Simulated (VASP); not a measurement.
Input of a VASP 6.6.1 run:

Contents of INCAR:

```
PREC = Accurate
ENCUT = 520
EDIFF = 1E-7
ISMEAR = 0
SIGMA = 0.01
LREAL = False
LASPH = True
NELM = 80
ALGO = Normal
ISIF = 2
LWAVE = False
LCHARG = True
GGA = PS
LELF = True
LVHAR = True
NBANDS = 28
```

Contents of KPOINTS:

```
Automatic mesh
0
Gamma
  1 3 3
```

The input POSCAR:

```
PbS
1.0
   11.2982800000      0.0000000000      0.0000000000
    0.0000000000      3.0043800000      3.0061800000
    0.0000000000     -3.0043800000      3.0061800000
Pb S
2 2
Direct
    0.6245800000      0.2566400000      0.7566400000
    0.3754200000      0.7566400000      0.2566400000
    0.6136800000      0.7643600000      0.2643600000
    0.3863200000      0.2643600000      0.7643600000
```

Potentials or basis: VASP PAW PBE potentials, release 64 (Pb_d, S).

The run is started by

```console
$ cat potpaw_PBE.64/Pb_d/POTCAR potpaw_PBE.64/S/POTCAR > POTCAR
$ mpirun -np 1 vasp_std > vasp.out
```

**Question.** What does it give for the largest force?

**Answer.** 0.237 eV/Å.

**Question.** Predict the band gap on the k mesh.

**Answer.** 2.20 eV, direct.

Forces on the atoms (eV/Å):
```
Pb  -0.237  0.000 -0.007
Pb   0.237  0.000 -0.007
S    0.067  0.000  0.007
S   -0.067  0.000  0.007
```

Caveat: the k points lie up to 0.49 Å⁻¹ apart; the PAW data sets were made with another functional, which shifts forces and pressure a little; spin-orbit coupling is left out, which moves the levels of the heavy elements.
